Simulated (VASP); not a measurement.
A run of VASP 6.6.1 is set up as follows.

File INCAR:

```
PREC = Accurate
ENCUT = 600
EDIFF = 1E-6
ISMEAR = 0
SIGMA = 0.01
LREAL = F
LASPH = T
NELM = 120
ALGO = Normal
ISIF = 2
LWAVE = F
LCHARG = F
GGA = RE
NBANDS = 11
GGA_COMPAT = F
```

File KPOINTS:

```
regular mesh
0
Gamma
  8 8 8
```

The input POSCAR:

```
AlN
1.0
    0.0000000000      1.9690000000      1.9690000000
    1.9690000000      0.0000000000      1.9690000000
    1.9690000000      1.9690000000      0.0000000000
Al N
1 1
Direct
    0.0000000000      0.0000000000      0.0000000000
    0.5000000000      0.5000000000      0.5000000000
```

Potentials or basis: VASP PAW PBE potentials, release 64 (Al, N).

Command:

```console
$ cat potpaw_PBE.64/Al/POTCAR potpaw_PBE.64/N/POTCAR > POTCAR
$ mpirun -np 1 vasp_std > vasp.out
```

Problem. What does it give for the pressure?

Solution. 33.7 GPa.

Problem. What does it give for the band gap on the k mesh?

Solution. 5.15 eV, indirect (least direct gap 6.88 eV).

Caveat: the PAW data sets were made with another functional, which shifts forces and pressure a little. A k mesh can miss the band edges.
